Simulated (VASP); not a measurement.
Write the native input for VASP 6.6.1 that does the following.

```yaml
Task: single point
Functional: LDA
Potentials_or_basis: VASP PAW LDA potentials, release 64 (Te)
Cutoff: 520 eV
k_mesh: 7 × 7 × 7
Occupations: fermi-dirac, width 0.15 eV
Spin: no spin polarisation
Dipole_correction: no
Further_INCAR_settings: ALGO = Normal; EDIFF = 1e-06; NBANDS = 9
```

The structure of Te lies in POSCAR:

```
Te
1.0
    2.3511292857      1.3574248251      1.7241183805
   -2.3511292857      1.3574248251      1.7241183805
    0.0000000000     -2.7148506698      1.7241183805
Te
1
Direct
    0.5000000000      0.5000000000      0.5000000000
```

These files were run (other wordings do the same):

INCAR

```
  PREC = Accurate
  ENCUT = 520
  EDIFF = 1E-6
  ISMEAR = -1
  SIGMA = 0.15
  LREAL = F
  LASPH = T
  NELM = 60
  ALGO = Normal
  ISIF = 2
  LWAVE = F
  LCHARG = F
  GGA = CA
  NBANDS = 9
```

KPOINTS

```
Automatic mesh
0
Gamma
  7 7 7
```

Potentials or basis: VASP PAW LDA potentials, release 64 (Te).

Command:

```console
$ cat potpaw_LDA.64/Te/POTCAR > POTCAR
$ mpirun -np 1 vasp_std > vasp.out
```

It gave:

The pressure is -4.0 GPa. The band gap on the k mesh is zero (band 3 reaches 8.32 eV, above the bottom of band 4 at 3.84 eV).

Caveat: spin-orbit coupling is left out, which moves the levels of the heavy elements.

It took 6 s on 1 thread of Intel Xeon 8259CL (shared host), peak memory 0.13 GiB.
